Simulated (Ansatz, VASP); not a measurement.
BC4: VASP beside Ansatz

```
B C
1.0
     2.89753    0.00000    0.00000
     0.00000    4.34070    0.00000
     0.00000    0.00000   26.28441
B C
1 4
Direct
  0.00000 0.50000 0.30436
  0.75180 0.00000 0.33312
  0.24820 0.00000 0.33312
  0.24820 0.00000 0.27561
  0.75180 0.00000 0.27561
```

Alike in both runs: functional PBE; k mesh 6 × 4 × 1; occupations gaussian, width 0.1 eV; no spin polarisation.

Ansatz relaxed the structure, and its values are those at the end. VASP's run is a single point on that final structure, the one shown.

|  | VASP | Ansatz |
| --- | --- | --- |
| version | VASP 6.6.1 | Ansatz 0.2.0 |
| potentials or method | VASP PAW PBE potentials, release 64 (B_h, C_h), cutoff 910 eV | scalar-relativistic, plane waves, PAW |
| valence electrons in the cell | 19 | 19 |

```csv
,VASP,Ansatz,Ansatz less VASP
gap on the k mesh at the Fermi level (eV),none,none,-
rms of the force components (eV/Å),0.009,0.001,-0.0082
```

A gap of «none» marks a metal or a gap that the smearing closes. Ansatz's warnings: slab cell height set.

The k mesh is coarse, so the values compare programs but aren't converged. Noted on VASP's run: the cutoff is short for stress, so the pressure is rough.
